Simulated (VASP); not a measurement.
# Li2S (Fm-3m) in VASP: notebook

The runs below take Li2S through single point, relaxation of cell and atoms, with r2SCAN.

Everything below comes from runs of VASP 6.6.1. Logs are shortened: lines on timing, memory, paths and dates and some standing lists are left out, and cuts for length are marked.

## Step 1: The cell of the first run

It takes space group Fm-3m (No. 225, cubic). The conventional cell has a = 5.691 Å, b = 5.691 Å, c = 5.691 Å, α = 90.00°, β = 90.00°, γ = 90.00°. Within 3.3 Å of S (site symmetry m-3m) lie 8 Li at 2.46 Å. Within 3.3 Å of Li (site symmetry -43m) lie 4 S at 2.46 Å and 6 Li at 2.85 Å.

## Step 2: Single point, r2SCAN

POSCAR

```
Li2S
1.0
    0.0000000000      2.8452942241      2.8452942241
    2.8452942241      0.0000000000      2.8452942241
    2.8452942241      2.8452942241      0.0000000000
S Li
1 2
Direct
    0.0000000000      0.0000000000      0.0000000000
    0.2500000000      0.2500000000      0.2500000000
    0.7500000000      0.7500000000      0.7500000000
```

INCAR.step1

```
ALGO     = Normal         # electronic algorithm
EDIFF    = 1E-5           # SCF threshold, eV
ENCUT    = 830            # plane-wave cutoff, eV
GGA      = PE             # functional
GGA_COMPAT= False        
ISMEAR   = 0              # smearing method
LASPH    = True           # aspherical terms in the spheres
LCHARG   = False          # write CHGCAR
LREAL    = False          # projectors in reciprocal space
LWAVE    = True           # write WAVECAR
NBANDS   = 13             # bands
NELM     = 120            # most SCF steps
PREC     = Accurate       # precision mode
SIGMA    = 0.01           # smearing width, eV
```

INCAR.step2

```
ALGO     = Normal         # electronic algorithm
EDIFF    = 1E-6           # SCF threshold, eV
ENCUT    = 830            # plane-wave cutoff, eV
GGA_COMPAT= False        
ISIF     = 2              # what is computed and relaxed
ISMEAR   = 0              # smearing method
ISTART   = 1            
LASPH    = True           # aspherical terms in the spheres
LCHARG   = True           # write CHGCAR
LELF     = True           # ELF
LMIXTAU  = True         
LREAL    = False          # projectors in reciprocal space
LVHAR    = True         
LWAVE    = False          # write WAVECAR
METAGGA  = R2SCAN         # meta-GGA
NBANDS   = 13             # bands
NELM     = 120            # most SCF steps
PREC     = Accurate       # precision mode
SIGMA    = 0.01           # smearing width, eV
```

KPOINTS

```
k-points
0
Gamma
  8 8 8
```

Potentials or basis: VASP PAW PBE potentials, release 64 (S, Li_sv).

Command:

```console
$ cat potpaw_PBE.64/S/POTCAR potpaw_PBE.64/Li_sv/POTCAR > POTCAR
$ cp INCAR.step1 INCAR
$ mpirun -np 1 vasp_std > vasp.out
$ cp INCAR.step2 INCAR
$ mpirun -np 1 vasp_std > vasp.out
```

OUTCAR:

```text
EDIFF = 1E-6
   ENCUT = 830
   ISIF = 2
   ISMEAR = 0
   ISTART = 1
   LASPH = True
   LREAL = False
   METAGGA = R2SCAN
   NELM = 120
   PREC = Accurate

 ion  position               nearest neighbor table
   1  0.000  0.000  0.000-   3 2.46   3 2.46   3 2.46   2 2.46   3 2.46   2 2.46   2 2.46   2 2.46

   2  0.250  0.250  0.250-   1 2.46   1 2.46   1 2.46   1 2.46
   3  0.750  0.750  0.750-   1 2.46   1 2.46   1 2.46   1 2.46

  LATTYP: Found a face centered cubic cell.
 ALAT       =     5.6905884482

  Lattice vectors:

 A1 = (   0.0000000000,   2.8452942241,   2.8452942241)
 A2 = (   2.8452942241,   0.0000000000,   2.8452942241)
 A3 = (   2.8452942241,   2.8452942241,   0.0000000000)

Analysis of symmetry for initial positions (statically):
=====================================================================
 Subroutine PRICEL returns:
 Original cell was already a primitive cell.

 Routine SETGRP: Setting up the symmetry group for a
 face centered cubic supercell.

 Subroutine GETGRP returns: Found 48 space group operations
 (whereof 48 operations were pure point group operations)
 out of a pool of 48 trial point group operations.

The static configuration has the point symmetry O_h .

Analysis of symmetry for dynamics (positions and initial velocities):
=====================================================================
 Subroutine PRICEL returns:
 Original cell was already a primitive cell.

 Routine SETGRP: Setting up the symmetry group for a
 face centered cubic supercell.

 Subroutine GETGRP returns: Found 48 space group operations
 (whereof 48 operations were pure point group operations)
 out of a pool of 48 trial point group operations.

The dynamic configuration has the point symmetry O_h .

 Subroutine INISYM returns: Found 48 space group operations
 (whereof 48 operations are pure point group operations),
 and found     1 'primitive' translations

----------------------------------------------------------------------------------------

                                     Primitive cell

  volume of cell :      46.0693

  direct lattice vectors                    reciprocal lattice vectors
     0.000000000  2.845294224  2.845294224    -0.175728751  0.175728751  0.175728751
     2.845294224  0.000000000  2.845294224     0.175728751 -0.175728751  0.175728751
     2.845294224  2.845294224  0.000000000     0.175728751  0.175728751 -0.175728751

  length of vectors
     4.023853681  4.023853681  4.023853681     0.304371125  0.304371125  0.304371125

  position of ions in fractional coordinates (direct lattice)
     0.000000000  0.000000000  0.000000000
     0.250000000  0.250000000  0.250000000
     0.750000000  0.750000000  0.750000000

  ion indices of the primitive-cell ions
   primitive index   ion index
                 1           1
                 2           2
                 3           3

----------------------------------------------------------------------------------------

 KPOINTS: k-points

Automatic generation of k-mesh.
 Grid dimensions read from file:
 generate k-points for:    8    8    8

 Generating k-lattice:

  Cartesian coordinates                     Fractional coordinates (reciprocal lattice)
    -0.021966094  0.021966094  0.021966094     0.125000000  0.000000000  0.000000000
     0.021966094 -0.021966094  0.021966094     0.000000000  0.125000000  0.000000000
     0.021966094  0.021966094 -0.021966094     0.000000000  0.000000000  0.125000000

  Length of vectors
     0.038046391  0.038046391  0.038046391

  Shift w.r.t. Gamma in fractional coordinates (k-lattice)
     0.000000000  0.000000000  0.000000000

 Subroutine IBZKPT returns following result:
 ===========================================

 Found     29 irreducible k-points:

 Following reciprocal coordinates:
            Coordinates               Weight
  0.000000  0.000000  0.000000      1.000000
  0.125000  0.000000  0.000000      8.000000
  0.250000  0.000000  0.000000      8.000000
  0.375000  0.000000  0.000000      8.000000
  0.500000  0.000000  0.000000      4.000000
  0.125000  0.125000  0.000000      6.000000
[... 16 lines left out ...]
  0.500000  0.250000  0.125000     48.000000
 -0.375000  0.250000  0.125000     24.000000
 [... further k-points ...]
   k-points           NKPTS =     29   k-points in BZ     NKDIM =     29   number of bands    NBANDS=     13
   number of dos      NEDOS =    301   number of ions     NIONS =      3
   total plane-waves  NPLWV =  64000
   dimension x,y,z NGX =    40 NGY =   40 NGZ =   40
   dimension x,y,z NGXF=    80 NGYF=   80 NGZF=   80
   ions per type =               1   2
   NGX,Y,Z   is equivalent  to a cutoff of  16.53, 16.53, 16.53 a.u.
   NGXF,Y,Z  is equivalent  to a cutoff of  33.05, 33.05, 33.05 a.u.
 SYSTEM =  unknown system
   PREC   = accura    normal or accurate (medium, high low for compatibility)
   ISTART =      1    job   : 0-new  1-cont  2-samecut
   ICHARG =      0    charge: 1-file 2-atom 10-const
   ISPIN  =      1    spin polarized calculation?
   LNONCOLLINEAR =      F non collinear calculations
   LSORBIT =      F    spin-orbit coupling
   LASPH  =      T    aspherical Exc in radial PAW
   ENCUT  =  830.0 eV  61.00 Ry    7.81 a.u.   9.45  9.45  9.45*2*pi/ulx,y,z
   NELM   =    120;   NELMIN=  2; NELMDL=  0     # of ELM steps
   EDIFF  = 0.1E-05   stopping-criterion for ELM
   LREAL  =      F    real-space projection
   EDIFFG = 0.1E-04   stopping-criterion for IOM
   NSW    =      0    number of steps for IOM
   IBRION =     -1    ionic relax: 0-MD 1-quasi-New 2-CG
   NFREE  =      0    steps in history (QN), initial steepest desc. (CG)
   ISIF   =      2    stress and relaxation
   ISYM   =      2    0-nonsym 1-usesym 2-fastsym
   POTIM  = 0.5000    time-step for ionic-motion
   TEBEG  =    0.0;   TEEND  =   0.0 temperature during run
   PSTRESS=    0.0 pullay stress
   NELECT =      12.0000    total number of electrons
   NUPDOWN=      -1.0000    fix difference up-down
   EMIN   =  10.00;   EMAX   =-10.00  energy-range for DOS
   EFERMI =   0.00;   METHOD = LEGACY
   ISMEAR =     0;   SIGMA  =   0.01  broadening in eV -4-tet -1-fermi 0-gaus
   EFERMI_NEDOS =   21; number of points for ismear=-14 and -15
   IALGO  =     38    algorithm
   IMIX   =      4    mixing-type and parameters
     AMIX     =   0.40;   BMIX     =  1.00
     AMIX_MAG =   1.60;   BMIX_MAG =  1.00
  volume/ion in A,a.u.               =      15.36       103.63
  Fermi-wavevector in a.u.,A,eV,Ry     =   1.045518  1.975742 14.872628  1.093107
  Thomas-Fermi vector in A             =   2.180317
   LORBIT       =      0    0 simple, 1 ext, 2 COOP (PROOUT), +10 PAW based schemes
   METAGGA = R2SCAN    functional components
   LHFCALC =     F    Hartree Fock is set to
   AEXX    =    0.0000 exact exchange contribution
   IVDW    =     0    specifies the selected vdW correction
   LEPSILON=     F    determine dielectric tensor
   LRPA    =     F    only Hartree local field effects (RPA)
 non-spin polarized calculation
 Gauss-broadening in eV      SIGMA  =   0.01
  energy-cutoff  :      830.00
  volume of cell :       46.07
 maximum number of plane-waves:      2541
 NGX is ok and might be reduce to    40
   NGX = 19   NGY = 19   NGZ = 19

 number of electron      12.0000004 magnetization

 Free energy of the ion-electron system (eV)
  ---------------------------------------------------
  ext. energy  EPLUGINS =         0.00000000
  ---------------------------------------------------
  free energy    TOTEN  =       -17.38404015 eV

  energy without entropy =      -17.38404015  energy(sigma->0) =      -17.38404015

 E-fermi :   1.3566     XC(G=0):  -8.9250

 val. band max:        1.2123724140   @ k =   0.0000   0.0000   0.0000
 cond. band min:       5.0686200368   @ k =   0.5000   0.5000   0.0000
 fundamental gap:      3.8562476228
 Fermi energy:         1.3565550098

 k-point     1 :       0.0000    0.0000    0.0000
  band No.  band energies     occupation
      1     -44.3902      2.00000
      2     -44.3486      2.00000
      3     -10.2746      2.00000
      4       1.2124      2.00000
      5       1.2124      2.00000
      6       1.2124      2.00000
      7       6.2632      0.00000
      8       8.1206      0.00000
      9       8.1206      0.00000
     10       8.1206      0.00000
     11      12.9769      0.00000
     12      12.9769      0.00000
     13      14.6535      0.00000

 k-point     2 :       0.1250    0.0000    0.0000
  band No.  band energies     occupation
      1     -44.3885      2.00000
      2     -44.3500      2.00000
      3     -10.2167      2.00000
      4       0.6317      2.00000
      5       1.1249      2.00000
      6       1.1249      2.00000
      7       6.6823      0.00000
      8       8.3648      0.00000
      9       8.3648      0.00000
     10       8.4936      0.00000
     11      12.0819      0.00000
     12      12.0819      0.00000
     13      14.7999      0.00000

 k-point     3 :       0.2500    0.0000    0.0000
  band No.  band energies     occupation
      1     -44.3837      2.00000
      2     -44.3543      2.00000
      3     -10.0681      2.00000
      4      -0.4630      2.00000
      5       0.9340      2.00000
      6       0.9340      2.00000
      7       7.3676      0.00000
      8       8.6809      0.00000
      9       8.6809      0.00000
     10       9.3798      0.00000
     11      11.7502      0.00000
     12      11.7502      0.00000
     13      15.2521      0.00000
[... 305 lines left out ...]
 k-point    23 :       0.5000    0.2500    0.1250
  band No.  band energies     occupation
      1     -44.3749      2.00000
      2     -44.3621      2.00000
      3      -9.8226      2.00000
      4      -1.1362      2.00000
      5      -0.0103      2.00000
      6       0.4550      2.00000
      7       7.5102      0.00000
      8       8.7545      0.00000
      9       9.9986      0.00000
     10      10.4221      0.00000
     11      12.0440      0.00000
     12      14.6166      0.00000
     13      15.8471      0.00000

 k-point    24 :      -0.3750    0.2500    0.1250
  band No.  band energies     occupation
      1     -44.3684      2.00000
      2     -44.3684      2.00000
      3      -9.7641      2.00000
      4      -1.3745      2.00000
      5      -0.0275      2.00000
      6       0.3048      2.00000
      7       7.6115      0.00000
      8       8.6409      0.00000
      9      10.3532      0.00000
     10      11.0153      0.00000
     11      12.4566      0.00000
     12      13.8716      0.00000
     13      15.4939      0.00000

 [... further k-points ...]

------------------------ aborting loop because EDIFF is reached ----------------------------------------

  FORCE on cell =-STRESS in cart. coord.  units (eV):
  Direction    XX          YY          ZZ          XY          YZ          ZX
  --------------------------------------------------------------------------------------
  -------------------------------------------------------------------------------------
  Total       -0.0584902     -0.0584902     -0.0584902     -0.0000000     -0.0000000      0.0000000
  in kB       -2.0341457     -2.0341457     -2.0341457     -0.0000000     -0.0000000      0.0000000
  external PRESSURE =      -2.0341457 kB  Pullay stress =       0.0000000 kB

 VOLUME and BASIS-vectors are now :
 -----------------------------------------------------------------------------
  energy-cutoff  :      830.00
  volume of cell :       46.07
      direct lattice vectors                 reciprocal lattice vectors
     0.000000000  2.845294224  2.845294224    -0.175728751  0.175728751  0.175728751
     2.845294224  0.000000000  2.845294224     0.175728751 -0.175728751  0.175728751
     2.845294224  2.845294224  0.000000000     0.175728751  0.175728751 -0.175728751

 POSITION                                       TOTAL-FORCE (eV/Angst)
 -----------------------------------------------------------------------------------
      0.00000      0.00000      0.00000        -0.000000     -0.000000     -0.000000
      1.42265      1.42265      1.42265         0.000000      0.000000      0.000000
      4.26794      4.26794      4.26794        -0.000000     -0.000000     -0.000000
 -----------------------------------------------------------------------------------
    total drift:                                0.000000     -0.000000      0.000000

  FREE ENERGIE OF THE ION-ELECTRON SYSTEM (eV)
  ---------------------------------------------------
  free  energy   TOTEN  =       -17.3840401465 eV

  energy  without entropy=      -17.3840401465  energy(sigma->0) =      -17.38404015
```

Run time: 89 s. Hardware: 1 thread of Intel Xeon 6975P-C (Granite Rapids), shared host; peak memory 0.25 GiB.

Results:

| Quantity | Value |
| --- | --- |
| Free energy | -17.3840 eV |
| Pressure | -0.2 GPa |
| Band gap on the k mesh | 3.86 eV (least direct gap 5.05 eV) |

Caveat: the PAW data sets were made with another functional, which shifts forces and pressure a little. A k mesh can miss the band edges.

## Step 3: Relaxation of cell and atoms, r2SCAN

This run uses another cell than the first one, of 15.48 Å³/atom.

POSCAR

```
Li2S
1.0
    0.0000000000      2.8528286932      2.8528286932
    2.8528286932      0.0000000000      2.8528286932
    2.8528286932      2.8528286932      0.0000000000
S Li
1 2
Direct
    0.0000000000      0.0000000000      0.0000000000
    0.2500000000      0.2500000000      0.2500000000
    0.7500000000      0.7500000000      0.7500000000
```

INCAR.step1

```
PREC = Accurate ; ENCUT = 830
ISMEAR = -1 ; SIGMA = 0.02
LREAL = False ; LASPH = True
NELM = 120 ; GGA = PE
ALGO = Normal ; EDIFF = 1E-5
LWAVE = True ; LCHARG = False
GGA_COMPAT = False ; IBRION = 2
ISIF = 3 ; EDIFFG = -0.005
NELMIN = 4 ; NSW = 100
```

INCAR.step2

```
PREC = Accurate ; ENCUT = 830
EDIFF = 1E-7 ; ISMEAR = -1
SIGMA = 0.02 ; LREAL = False
LASPH = True ; NELM = 120
ALGO = Normal ; ISIF = 3
LWAVE = False ; LCHARG = False
METAGGA = R2SCAN ; LMIXTAU = True
IBRION = 2 ; NSW = 80
EDIFFG = -0.005 ; ISTART = 1
GGA_COMPAT = False ; NELMIN = 4
```

KPOINTS

```
Automatic mesh
0
Gamma
  8 8 8
```

Potentials or basis: VASP PAW PBE potentials, release 64 (S, Li_sv).

Command:

```console
$ cat potpaw_PBE.64/S/POTCAR potpaw_PBE.64/Li_sv/POTCAR > POTCAR
$ cp INCAR.step1 INCAR
$ mpirun -np 1 vasp_std > vasp.out
$ cp INCAR.step2 INCAR
$ mpirun -np 1 vasp_std > vasp.out
```

Wall time 2.6 min (1 thread of Intel Xeon 6975P-C (Granite Rapids), shared host); peak memory 0.27 GiB.

The run converged. Its results:

- Free energy: -17.3843 eV
- Relaxed volume: 15.28 Å³/atom
- Relaxed cell: a = 4.017 Å, b = 4.017 Å, c = 4.017 Å, α = 60.00°, β = 60.00°, γ = 60.00°
- Space group after relaxing (to 0.1 Å): Fm-3m (No. 225)
- Energy gained by relaxing: 0.3 meV/atom
- Ionic steps: 3
- Pressure after relaxing: 0.0 GPa
- Band gap on the k mesh: 3.85 eV (least direct gap 5.08 eV)

Step by step:
```tsv
step	energy change (eV)	largest force (eV/Å)	pressure (GPa)	volume (Å³)
1	0.0000	0.0000	-0.53	46.44
2	-0.0008	0.0000	-0.23	46.09
3	-0.0010	0.0000	-0.01	45.85
```

Final structure:
```
S Li
1.0
     0.00000    2.84074    2.84074
     2.84074    0.00000    2.84074
     2.84074    2.84074    0.00000
S Li
1 2
Direct
  0.00000 0.00000 0.00000
  0.25000 0.25000 0.25000
  0.75000 0.75000 0.75000
```

Levels at points of the mesh, in eV from the valence-band top:
```tsv
k point	band 3	band 4	band 5	band 6	band 7	band 8	band 9	band 10
(0.00, 0.00, 0.00)	-11.50	0.00	0.00	0.00	5.08	6.91	6.91	6.91
(0.50, 0.00, 0.00)	-11.05	-2.91	-0.51	-0.51	7.00	7.19	7.19	9.16
(0.50, 0.50, 0.00)	-10.92	-2.17	-1.45	-1.45	3.85	7.91	12.20	12.20
```

Caveat: the PAW data sets were made with another functional, which shifts forces and pressure a little. A k mesh can miss the band edges.
